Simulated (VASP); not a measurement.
## MgS: single point with r2SCAN

Crystal: MgS.

```
Mg S
1.0
     0.00000    2.49758    2.60165
     2.49758    0.00000    2.60165
     2.49758    2.49758    0.00000
Mg S
1 1
Direct
  0.00000 0.00000 0.00000
  0.50000 0.50000 0.50000
```

This cell differs from its parent crystal: strain -0.040 along x and y, +0.000 along z.

| Quantity | Value |
| --- | --- |
| Program | VASP 6.6.1 |
| Task | single point |
| Functional | r2SCAN |
| Potentials or basis | VASP PAW PBE potentials, release 64 (Mg, S) |
| Cutoff | 520 eV |
| k mesh | 8 × 8 × 8 |
| Occupations | gaussian, width 0.05 eV |
| Spin | no spin polarisation |
| Dipole correction | no |
| Further INCAR settings | ALGO = Normal; EDIFF = 1e-06; NBANDS = 11 |

The pressure is 7.5 GPa and the band gap on the k mesh is 3.43 eV, indirect (least direct gap 5.23 eV).

Stress tensor (GPa, compression positive):
```
9.59 0.00 0.00
0.00 9.59 0.00
0.00 0.00 3.29
```

Levels at points of the mesh, in eV from the valence-band top:
```tsv
k point	band 1	band 2	band 3	band 4	band 5	band 6	band 7	band 8	band 9
(0.00, 0.00, 0.00)	-13.80	-0.16	-0.16	0.00	5.23	8.06	8.52	8.52	10.62
(0.50, 0.00, 0.00)	-12.24	-5.45	-0.91	-0.76	5.20	7.30	7.74	12.07	13.66
(0.50, 0.50, 0.00)	-11.91	-4.87	-1.89	-1.89	3.70	4.65	13.57	13.63	15.54
(0.50, 0.00, 0.50)	-11.72	-4.81	-2.28	-1.91	3.43	4.51	13.63	14.04	14.62
```

It took 2.1 min on 1 thread of AMD EPYC 7R43 64-Core Processor (Zen 3) (shared host), peak memory 0.13 GiB.

Caveat: the cell differs from its parent crystal (strain -0.040 along x and y, +0.000 along z); the PAW data sets were made with another functional, which shifts forces and pressure a little. A k mesh can miss the band edges.
